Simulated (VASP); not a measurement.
# GaSb (F-43m) in VASP: vibrations by perturbation theory with PBE

Aim: the vibrations by perturbation theory of GaSb with PBE.

Program: VASP 6.6.1. These are calculated values, not measurements. Logs are shortened: lines on timing, memory, paths and dates and some standing lists are left out, and cuts for length are marked.

## (1) The cell of the first run

Symmetry: F-43m, No. 216, cubic system. Conventional cell: a = 5.651 Å, b = 5.651 Å, c = 5.651 Å, α = 90.00°, β = 90.00°, γ = 90.00°. Ga (site symmetry -43m) has 4 Sb at 2.45 Å within 3.2 Å. Within 3.2 Å of Sb (site symmetry -43m) lie 4 Ga at 2.45 Å.

## (2) Vibrations by perturbation theory, PBE

Contents of INCAR:

```
ALGO = Normal
EDIFF = 1E-8
ENCUT = 500
GGA = PE
GGA_COMPAT = F
IBRION = 8
ISIF = 2
ISMEAR = 0
LASPH = T
LCHARG = T
LEPSILON = T
LREAL = F
LWAVE = F
NBANDS = 16
NELM = 120
NSW = 1
PREC = Accurate
SIGMA = 0.01
```

Contents of KPOINTS:

```
k-points
0
Gamma
  12 12 12
```

Contents of POSCAR:

```
GaSb
1.0
    0.0000000000      2.8253821885      2.8253821885
    2.8253821885      0.0000000000      2.8253821885
    2.8253821885      2.8253821885      0.0000000000
Ga Sb
1 1
Direct
    0.0000000000      0.0000000000      0.0000000000
    0.7500000000      0.7500000000      0.7500000000
```

Potentials or basis: VASP PAW PBE potentials, release 64 (Ga_d, Sb).

Launch:

```console
> cat potpaw_PBE.64/Ga_d/POTCAR potpaw_PBE.64/Sb/POTCAR > POTCAR
> mpirun -np 1 vasp_std > vasp.out
```

OUTCAR:

```text
EDIFF = 1E-8
   ENCUT = 500
   GGA = PE
   IBRION = 8
   ISIF = 2
   ISMEAR = 0
   LASPH = T
   LEPSILON = T
   LREAL = F
   NELM = 120
   NSW = 1
   PREC = Accurate

 ion  position               nearest neighbor table
   1  0.000  0.000  0.000-   2 2.45   2 2.45   2 2.45   2 2.45
   2  0.750  0.750  0.750-   1 2.45   1 2.45   1 2.45   1 2.45

  LATTYP: Found a face centered cubic cell.
 ALAT       =     5.6507643770

  Lattice vectors:

 A1 = (   0.0000000000,   2.8253821885,   2.8253821885)
 A2 = (   2.8253821885,   0.0000000000,   2.8253821885)
 A3 = (   2.8253821885,   2.8253821885,   0.0000000000)

Analysis of symmetry for initial positions (statically):
=====================================================================
 Subroutine PRICEL returns:
 Original cell was already a primitive cell.

 Routine SETGRP: Setting up the symmetry group for a
 face centered cubic supercell.

 Subroutine GETGRP returns: Found 24 space group operations
 (whereof 24 operations were pure point group operations)
 out of a pool of 48 trial point group operations.

The static configuration has the point symmetry T_d .

Analysis of symmetry for dynamics (positions and initial velocities):
=====================================================================
 Subroutine PRICEL returns:
 Original cell was already a primitive cell.

 Routine SETGRP: Setting up the symmetry group for a
 face centered cubic supercell.

 Subroutine GETGRP returns: Found 24 space group operations
 (whereof 24 operations were pure point group operations)
 out of a pool of 48 trial point group operations.

The dynamic configuration has the point symmetry T_d .

 Subroutine INISYM returns: Found 24 space group operations
 (whereof 24 operations are pure point group operations),
 and found     1 'primitive' translations

----------------------------------------------------------------------------------------

                                     Primitive cell

  volume of cell :      45.1088

  direct lattice vectors                    reciprocal lattice vectors
     0.000000000  2.825382188  2.825382188    -0.176967209  0.176967209  0.176967209
     2.825382188  0.000000000  2.825382188     0.176967209 -0.176967209  0.176967209
     2.825382188  2.825382188  0.000000000     0.176967209  0.176967209 -0.176967209

  length of vectors
     3.995693810  3.995693810  3.995693810     0.306516197  0.306516197  0.306516197

  position of ions in fractional coordinates (direct lattice)
     0.000000000  0.000000000  0.000000000
     0.750000000  0.750000000  0.750000000

  ion indices of the primitive-cell ions
   primitive index   ion index
                 1           1
                 2           2

----------------------------------------------------------------------------------------

 KPOINTS: k-points

Automatic generation of k-mesh.
 Grid dimensions read from file:
 generate k-points for:   12   12   12

 Generating k-lattice:

[... 604 lines left out ...]
 ------------------------------------------------------

 Free energy of the ion-electron system (eV)
  ---------------------------------------------------
  ---------------------------------------------------
  free energy    TOTEN  =        -1.70441590 eV

  energy without entropy =       -1.70441590

------------------------ aborting loop because EDIFF is reached ----------------------------------------

--------------------------------------- Ionic step        2  -------------------------------------------

------------------------ aborting loop because EDIFF is reached ----------------------------------------

--------------------------------------- Ionic step        3  -------------------------------------------

------------------------ aborting loop because EDIFF is reached ----------------------------------------

 PIEZOELECTRIC TENSOR FIELD DIRECTION 3  (e Angst)
 -----------------------------------------------------------------------------
    -0.00065  1.12610  0.00000           (  0.00000 -0.00320  0.00000)
     1.12610 -0.00065  0.00000           ( -0.00320  0.00000  0.00000)
     0.00000  0.00000 -0.00137           (  0.00000  0.00000  0.00001)

 PIEZOELECTRIC TENSOR FIELD DIRECTION 3  (C/m^2)
 -----------------------------------------------------------------------------
    -0.00023  0.39997  0.00000
     0.39997 -0.00023  0.00000
     0.00000  0.00000 -0.00049

--------------------------------------- Ionic step        4  -------------------------------------------

------------------------ aborting loop because EDIFF is reached ----------------------------------------

[... ionic steps 5 to 6 ...]

--------------------------------------- Ionic step        7  -------------------------------------------

 Free energy of the ion-electron system (eV)
  ---------------------------------------------------
  ---------------------------------------------------
  free energy    TOTEN  =        -0.02541938 eV

  energy without entropy =       -0.02541938

------------------------ aborting loop because EDIFF is reached ----------------------------------------

 INTERNAL STRAIN TENSOR  FOR ION    2  DIRECTION 1   (eV/Angst):
 -----------------------------------------------------------------------------
    -0.00880  0.00000  0.00000
     0.00000  0.00567 18.14565
     0.00000 18.14565  0.00567

 MACROSCOPIC STATIC DIELECTRIC TENSOR (including local field effects in DFT)
 ------------------------------------------------------
          13.750595     0.000000     0.000000
          -0.000000    13.750595    -0.000000
           0.000000    -0.000000    13.750595
 ------------------------------------------------------

 PIEZOELECTRIC TENSOR (including local field effects)  for field in x, y, z        (e  Angst)
          XX          YY          ZZ          XY          YZ          ZX
  --------------------------------------------------------------------------------
  x     0.00000    -0.00000     0.00000     0.00000     1.13147     0.00000
  y    -0.00000     0.00000     0.00000     0.00000     0.00000     1.13147
  z     0.00000     0.00000     0.00000     1.13147     0.00000     0.00000

 PIEZOELECTRIC TENSOR (including local field effects)  for field in x, y, z        (C/m^2)
          XX          YY          ZZ          XY          YZ          ZX
  --------------------------------------------------------------------------------
  x     0.00000    -0.00000     0.00000     0.00000     0.40187     0.00000
  y    -0.00000     0.00000     0.00000     0.00000     0.00000     0.40187
  z     0.00000     0.00000     0.00000     0.40187     0.00000     0.00000

 BORN EFFECTIVE CHARGES (including local field effects) (in |e|, cummulative output)
 ---------------------------------------------------------------------------------
 ion    1
    1     1.09339    -0.00000    -0.00000
    2     0.00000     1.09339     0.00000
    3     0.00000     0.00000     1.09339
 ion    2
    1    -1.09339     0.00000     0.00000
    2    -0.00000    -1.09339    -0.00000
    3    -0.00000    -0.00000    -1.09339

 INTERNAL STRAIN TENSOR FOR ION    2 for displacements in x,y,z  (eV/Angst):
          X           Y           Z          XY          YZ          ZX
  --------------------------------------------------------------------------------
  x    -0.00000    -0.00000    -0.00000     0.00000    18.14565     0.00000
  y     0.00000    -0.00000     0.00000     0.00000     0.00000    18.14565
  z    -0.00000    -0.00000    -0.00000    18.14565     0.00000     0.00000

 SECOND DERIVATIVES (NOT SYMMETRIZED)
 ------------------------------------
               1X          1Y          1Z          2X          2Y          2Z
  1X   -14.308634    0.000000    0.000000   14.308634    0.000000    0.000000
  1Y     0.000000  -14.308634    0.000000    0.000000   14.308634    0.000000
  1Z     0.000000    0.000000  -14.308634    0.000000    0.000000   14.308634
  2X    14.336731    0.000000    0.000000  -14.336731    0.000000    0.000000
  2Y     0.000000   14.336731    0.000000    0.000000  -14.336731    0.000000
  2Z     0.000000    0.000000   14.336731    0.000000    0.000000  -14.336731

 Eigenvectors and eigenvalues of the dynamical matrix
 ----------------------------------------------------

   1 f  =    8.884568 THz    55.823389 2PiTHz  296.357296 cm-1    36.743605 meV
             X         Y         Z           dx          dy          dz
      0.000000  0.000000  0.000000    -0.797123    0.000000    0.000000
      4.238073  4.238073  4.238073     0.603817    0.000000    0.000000
[... 21 lines left out ...]
   6 f/i=    0.004194 THz     0.026354 2PiTHz    0.139910 cm-1     0.017347 meV
             X         Y         Z           dx          dy          dz
      0.000000  0.000000  0.000000     0.000000   -0.524460   -0.299226
      4.238073  4.238073  4.238073     0.000000   -0.692361   -0.395021

--------------------------------------------------------------------------------------------------------

 MACROSCOPIC STATIC DIELECTRIC TENSOR IONIC CONTRIBUTION
 ------------------------------------------------------
           0.334831     0.000000     0.000000
           0.000000     0.334831     0.000000
           0.000000     0.000000     0.334831
 ------------------------------------------------------

 ELASTIC MODULI CONTR FROM IONIC RELAXATION (kBar)
 Direction    XX          YY          ZZ          XY          YZ          ZX
 --------------------------------------------------------------------------------
 XX          -0.0000     -0.0000     -0.0000      0.0000      0.0000     -0.0000
 YY          -0.0000     -0.0000     -0.0000      0.0000      0.0000      0.0000
 ZZ          -0.0000     -0.0000     -0.0000      0.0000      0.0000     -0.0000
 XY           0.0000      0.0000      0.0000   -824.0133      0.0000      0.0000
 YZ           0.0000      0.0000      0.0000      0.0000   -824.0133      0.0000
 ZX          -0.0000      0.0000     -0.0000      0.0000      0.0000   -824.0133
 --------------------------------------------------------------------------------

 PIEZOELECTRIC TENSOR IONIC CONTR  for field in x, y, z        (C/m^2)
          XX          YY          ZZ          XY          YZ          ZX
  --------------------------------------------------------------------------------
  x     0.00000     0.00000     0.00000     0.00000    -0.49426     0.00000
  y    -0.00000     0.00000    -0.00000    -0.00000    -0.00000    -0.49426
  z     0.00000     0.00000     0.00000    -0.49426    -0.00000    -0.00000
```

It took 44 min on 1 thread of Intel Xeon 8259CL, shared host; peak memory 0.55 GiB.

Results:

```
Electronic dielectric tensor (diagonal)                 : 13.75
Born charges (mean of the diagonal)                     : Ga +1.09; Sb -1.09 e
Highest phonon frequency at Γ, LO-TO splitting left out : 296 cm⁻¹
```

Phonon frequencies in cm⁻¹ (negative: imaginary):
```tsv
q point	frequencies
(0.000, 0.000, 0.000)	0 0 0 296 296 296
```

Electronic dielectric tensor:
```
13.75  0.00  0.00
 0.00 13.75  0.00
 0.00  0.00 13.75
```

Born effective charge tensors (e):
atom 1, Ga
```
1.09 0.00 0.00
0.00 1.09 0.00
0.00 0.00 1.09
```
atom 2, Sb
```
-1.09  0.00  0.00
 0.00 -1.09  0.00
 0.00  0.00 -1.09
```

Caveat: the cell stands under pressure or tension, which shifts response properties; spin-orbit coupling is left out, which moves the levels of the heavy elements.
